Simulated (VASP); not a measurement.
# NaF (Fm-3m) in VASP: further runs

The runs below take NaF through single point, relaxation of cell and atoms, with PBE.

Program: VASP 6.6.1. These are calculated values, not measurements. Logs are shortened: lines on timing, memory, paths and dates and some standing lists are left out, and cuts for length are marked.

**1. The cell of the first run**

Symmetry: Fm-3m, No. 225, cubic system. The conventional cell has a = 4.572 Å, b = 4.572 Å, c = 4.572 Å, α = 90.00°, β = 90.00°, γ = 90.00°. Within 3.0 Å of Na (site symmetry m-3m) lie 6 F at 2.29 Å. F (site symmetry m-3m) has 6 Na at 2.29 Å within 3.0 Å.

**2. Single point, PBE**

Contents of INCAR:

```
SYSTEM = NaF
PREC = Accurate ; ENCUT = 600
EDIFF = 1E-6 ; ISMEAR = 0
SIGMA = 0.1 ; LREAL = .FALSE.
LASPH = .TRUE. ; NELM = 120
ALGO = Normal ; ISIF = 2
LWAVE = .FALSE. ; LCHARG = .FALSE.
GGA = PE ; NBANDS = 14
GGA_COMPAT = .FALSE.
```

Contents of KPOINTS:

```
regular mesh
0
G
  6 6 6
  0 0 0
```

Contents of POSCAR:

```
NaF
1.0
    0.0000000000      2.2858943900      2.2858943900
    2.2858943900      0.0000000000      2.2858943900
    2.2858943900      2.2858943900      0.0000000000
Na F
1 1
Direct
    0.0000000000      0.0000000000      0.0000000000
    0.5000000000      0.5000000000      0.5000000000
```

Potentials or basis: VASP PAW PBE potentials, release 64 (Na_pv, F).

Started as:

```
> cat potpaw_PBE.64/Na_pv/POTCAR potpaw_PBE.64/F/POTCAR > POTCAR
> mpirun -np 1 vasp_std > vasp.out
```

OUTCAR:

```text
SYSTEM = NaF
   PREC = Accurate
   ENCUT = 600
   EDIFF = 1E-6
   ISMEAR = 0
   LREAL = .FALSE.
   LASPH = .TRUE.
   NELM = 120
   ISIF = 2
   GGA = PE

 ion  position               nearest neighbor table
   1  0.000  0.000  0.000-   2 2.29   2 2.29   2 2.29   2 2.29   2 2.29   2 2.29
   2  0.500  0.500  0.500-   1 2.29   1 2.29   1 2.29   1 2.29   1 2.29   1 2.29

  LATTYP: Found a face centered cubic cell.
 ALAT       =     4.5717887800

  Lattice vectors:

 A1 = (   0.0000000000,   2.2858943900,   2.2858943900)
 A2 = (   2.2858943900,   0.0000000000,   2.2858943900)
 A3 = (   2.2858943900,   2.2858943900,   0.0000000000)

Analysis of symmetry for initial positions (statically):
=====================================================================
 Subroutine PRICEL returns:
 Original cell was already a primitive cell.

 Routine SETGRP: Setting up the symmetry group for a
 face centered cubic supercell.

 Subroutine GETGRP returns: Found 48 space group operations
 (whereof 48 operations were pure point group operations)
 out of a pool of 48 trial point group operations.

The static configuration has the point symmetry O_h .

Analysis of symmetry for dynamics (positions and initial velocities):
=====================================================================
 Subroutine PRICEL returns:
 Original cell was already a primitive cell.

 Routine SETGRP: Setting up the symmetry group for a
 face centered cubic supercell.

 Subroutine GETGRP returns: Found 48 space group operations
 (whereof 48 operations were pure point group operations)
 out of a pool of 48 trial point group operations.

The dynamic configuration has the point symmetry O_h .

 Subroutine INISYM returns: Found 48 space group operations
 (whereof 48 operations are pure point group operations),
 and found     1 'primitive' translations

----------------------------------------------------------------------------------------

                                     Primitive cell

  volume of cell :      23.8890

  direct lattice vectors                    reciprocal lattice vectors
     0.000000000  2.285894390  2.285894390    -0.218732765  0.218732765  0.218732765
     2.285894390  0.000000000  2.285894390     0.218732765 -0.218732765  0.218732765
     2.285894390  2.285894390  0.000000000     0.218732765  0.218732765 -0.218732765

  length of vectors
     3.232742848  3.232742848  3.232742848     0.378856262  0.378856262  0.378856262

  position of ions in fractional coordinates (direct lattice)
     0.000000000  0.000000000  0.000000000
     0.500000000  0.500000000  0.500000000

  ion indices of the primitive-cell ions
   primitive index   ion index
                 1           1
                 2           2

----------------------------------------------------------------------------------------

 KPOINTS: regular mesh

Automatic generation of k-mesh.
 Grid dimensions read from file:
 generate k-points for:    6    6    6

 Generating k-lattice:

  Cartesian coordinates                     Fractional coordinates (reciprocal lattice)
    -0.036455461  0.036455461  0.036455461     0.166666667  0.000000000  0.000000000
     0.036455461 -0.036455461  0.036455461     0.000000000  0.166666667  0.000000000
     0.036455461  0.036455461 -0.036455461     0.000000000  0.000000000  0.166666667

  Length of vectors
     0.063142710  0.063142710  0.063142710

  Shift w.r.t. Gamma in fractional coordinates (k-lattice)
     0.000000000  0.000000000  0.000000000

 Subroutine IBZKPT returns following result:
 ===========================================

 Found     16 irreducible k-points:

 Following reciprocal coordinates:
            Coordinates               Weight
  0.000000  0.000000  0.000000      1.000000
  0.166667  0.000000  0.000000      8.000000
  0.333333  0.000000  0.000000      8.000000
  0.500000  0.000000  0.000000      4.000000
  0.166667  0.166667  0.000000      6.000000
  0.333333  0.166667  0.000000     24.000000
[... 8 lines left out ...]
 -0.333333  0.333333  0.166667     24.000000
 -0.333333  0.500000  0.166667     12.000000
   k-points           NKPTS =     16   k-points in BZ     NKDIM =     16   number of bands    NBANDS=     14
   number of dos      NEDOS =    301   number of ions     NIONS =      2
   total plane-waves  NPLWV =  21952
   dimension x,y,z NGX =    28 NGY =   28 NGZ =   28
   dimension x,y,z NGXF=    56 NGYF=   56 NGZF=   56
   ions per type =               1   1
   NGX,Y,Z   is equivalent  to a cutoff of  14.40, 14.40, 14.40 a.u.
   NGXF,Y,Z  is equivalent  to a cutoff of  28.80, 28.80, 28.80 a.u.
 SYSTEM =  NaF
   PREC   = accura    normal or accurate (medium, high low for compatibility)
   ISTART =      0    job   : 0-new  1-cont  2-samecut
   ICHARG =      2    charge: 1-file 2-atom 10-const
   ISPIN  =      1    spin polarized calculation?
   LNONCOLLINEAR =      F non collinear calculations
   LSORBIT =      F    spin-orbit coupling
   LASPH  =      T    aspherical Exc in radial PAW
   ENCUT  =  600.0 eV  44.10 Ry    6.64 a.u.   6.46  6.46  6.46*2*pi/ulx,y,z
   NELM   =    120;   NELMIN=  2; NELMDL= -5     # of ELM steps
   EDIFF  = 0.1E-05   stopping-criterion for ELM
   LREAL  =      F    real-space projection
   EDIFFG = 0.1E-04   stopping-criterion for IOM
   NSW    =      0    number of steps for IOM
   IBRION =     -1    ionic relax: 0-MD 1-quasi-New 2-CG
   NFREE  =      0    steps in history (QN), initial steepest desc. (CG)
   ISIF   =      2    stress and relaxation
   ISYM   =      2    0-nonsym 1-usesym 2-fastsym
   POTIM  = 0.5000    time-step for ionic-motion
   TEBEG  =    0.0;   TEEND  =   0.0 temperature during run
   PSTRESS=    0.0 pullay stress
   NELECT =      14.0000    total number of electrons
   NUPDOWN=      -1.0000    fix difference up-down
   EMIN   =  10.00;   EMAX   =-10.00  energy-range for DOS
   EFERMI =   0.00;   METHOD = LEGACY
   ISMEAR =     0;   SIGMA  =   0.10  broadening in eV -4-tet -1-fermi 0-gaus
   EFERMI_NEDOS =   21; number of points for ismear=-14 and -15
   IALGO  =     38    algorithm
   IMIX   =      4    mixing-type and parameters
     AMIX     =   0.40;   BMIX     =  1.00
     AMIX_MAG =   1.60;   BMIX_MAG =  1.00
  volume/ion in A,a.u.               =      11.94        80.61
  Fermi-wavevector in a.u.,A,eV,Ry     =   1.369992  2.588909 25.536475  1.876878
  Thomas-Fermi vector in A             =   2.495818
   LORBIT       =      0    0 simple, 1 ext, 2 COOP (PROOUT), +10 PAW based schemes
   GGA     = PE    functional components
   LHFCALC =     F    Hartree Fock is set to
   AEXX    =    0.0000 exact exchange contribution
   IVDW    =     0    specifies the selected vdW correction
   LEPSILON=     F    determine dielectric tensor
   LRPA    =     F    only Hartree local field effects (RPA)
 non-spin polarized calculation
 Gauss-broadening in eV      SIGMA  =   0.10
  energy-cutoff  :      600.00
  volume of cell :       23.89
 maximum number of plane-waves:       821
 NGX is ok and might be reduce to    28
   NGX = 13   NGY = 13   NGZ = 13

 number of electron      13.9999999 magnetization

 Free energy of the ion-electron system (eV)
  ---------------------------------------------------
  ext. energy  EPLUGINS =         0.00000000
  ---------------------------------------------------
  free energy    TOTEN  =        -8.54211562 eV

  energy without entropy =       -8.54211562  energy(sigma->0) =       -8.54211562

 E-fermi :  -1.3399     XC(G=0):  -9.3501

 val. band max:       -1.9047784946   @ k =   0.0000   0.0000   0.0000
 cond. band min:       4.6214383076   @ k =   0.0000   0.0000   0.0000
 fundamental gap:      6.5262168022
 Fermi energy:        -1.3399236380

 k-point     1 :       0.0000    0.0000    0.0000
  band No.  band energies     occupation
      1     -21.1489      2.00000
      2     -20.7303      2.00000
      3     -20.7303      2.00000
      4     -20.7303      2.00000
      5      -1.9048      2.00000
      6      -1.9048      2.00000
      7      -1.9048      2.00000
      8       4.6214      0.00000
      9      17.3647      0.00000
     10      17.3647      0.00000
     11      17.3647      0.00000
     12      20.3141      0.00000
     13      22.5360      0.00000
     14      22.5360      0.00000

 k-point     2 :       0.1667    0.0000    0.0000
  band No.  band energies     occupation
      1     -21.3979      2.00000
      2     -20.7337      2.00000
      3     -20.7337      2.00000
      4     -20.4429      2.00000
      5      -2.4156      2.00000
      6      -1.9748      2.00000
      7      -1.9748      2.00000
      8       5.5739      0.00000
      9      14.8677      0.00000
     10      17.7984      0.00000
     11      17.7984      0.00000
     12      21.7304      0.00000
     13      21.7304      0.00000
     14      22.8887      0.00000

 k-point     3 :       0.3333    0.0000    0.0000
  band No.  band energies     occupation
      1     -21.6571      2.00000
      2     -20.7404      2.00000
      3     -20.7404      2.00000
      4     -20.1052      2.00000
      5      -3.2332      2.00000
      6      -2.1126      2.00000
      7      -2.1126      2.00000
      8       7.5936      0.00000
      9      12.3731      0.00000
     10      18.5038      0.00000
     11      18.5038      0.00000
     12      21.2573      0.00000
     13      21.2573      0.00000
     14      22.7713      0.00000
[... 188 lines left out ...]
 k-point    15 :      -0.3333    0.3333    0.1667
  band No.  band energies     occupation
      1     -21.4628      2.00000
      2     -20.8169      2.00000
      3     -20.7899      2.00000
      4     -20.2087      2.00000
      5      -3.0974      2.00000
      6      -2.6709      2.00000
      7      -2.3433      2.00000
      8      10.7786      0.00000
      9      11.3157      0.00000
     10      14.6900      0.00000
     11      16.5798      0.00000
     12      21.2283      0.00000
     13      21.9466      0.00000
     14      26.6544      0.00000

 k-point    16 :      -0.3333    0.5000    0.1667
  band No.  band energies     occupation
      1     -21.2552      2.00000
      2     -20.8662      2.00000
      3     -20.8160      2.00000
      4     -20.3744      2.00000
      5      -3.0373      2.00000
      6      -2.5847      2.00000
      7      -2.4667      2.00000
      8      11.5743      0.00000
      9      11.5933      0.00000
     10      13.1217      0.00000
     11      16.3147      0.00000
     12      20.0700      0.00000
     13      24.7206      0.00000
     14      24.7446      0.00000

------------------------ aborting loop because EDIFF is reached ----------------------------------------

  FORCE on cell =-STRESS in cart. coord.  units (eV):
  Direction    XX          YY          ZZ          XY          YZ          ZX
  --------------------------------------------------------------------------------------
  -------------------------------------------------------------------------------------
  Total        0.6452744      0.6452744      0.6452744      0.0000000      0.0000000     -0.0000000
  in kB       43.2769384     43.2769384     43.2769384      0.0000000      0.0000000     -0.0000000
  external PRESSURE =      43.2769384 kB  Pullay stress =       0.0000000 kB

 VOLUME and BASIS-vectors are now :
 -----------------------------------------------------------------------------
  energy-cutoff  :      600.00
  volume of cell :       23.89
      direct lattice vectors                 reciprocal lattice vectors
     0.000000000  2.285894390  2.285894390    -0.218732765  0.218732765  0.218732765
     2.285894390  0.000000000  2.285894390     0.218732765 -0.218732765  0.218732765
     2.285894390  2.285894390  0.000000000     0.218732765  0.218732765 -0.218732765

 POSITION                                       TOTAL-FORCE (eV/Angst)
 -----------------------------------------------------------------------------------
      0.00000      0.00000      0.00000         0.000000     -0.000000     -0.000000
      2.28589      2.28589      2.28589        -0.000000      0.000000      0.000000
 -----------------------------------------------------------------------------------
    total drift:                                0.000000      0.000000      0.000000

  FREE ENERGIE OF THE ION-ELECTRON SYSTEM (eV)
  ---------------------------------------------------
  free  energy   TOTEN  =        -8.5421156245 eV

  energy  without entropy=       -8.5421156245  energy(sigma->0) =       -8.54211562
```

Wall time 11 s (1 thread of Intel Xeon 8259CL, shared host); peak memory 0.15 GiB.

Results:

* Free energy: -8.5421 eV
* Pressure: 4.3 GPa
* Band gap on the k mesh: 6.53 eV

Levels at points of the mesh, in eV from the valence-band top:
```
           k point  band 3  band 4  band 5  band 6  band 7  band 8  band 9  band 10  band 11  band 12
(0.00, 0.00, 0.00)  -18.83  -18.83    0.00    0.00    0.00    6.53   19.27    19.27    19.27    22.22
(0.50, 0.00, 0.00)  -18.84  -18.07   -1.68   -0.28   -0.28   11.04   12.82    20.56    20.56    23.41
(0.50, 0.50, 0.00)  -18.89  -18.89   -1.33   -0.42   -0.42   13.45   13.50    14.02    20.30    20.30
```

Caveat: the cell stands under pressure.

[end of part 1 of 2]
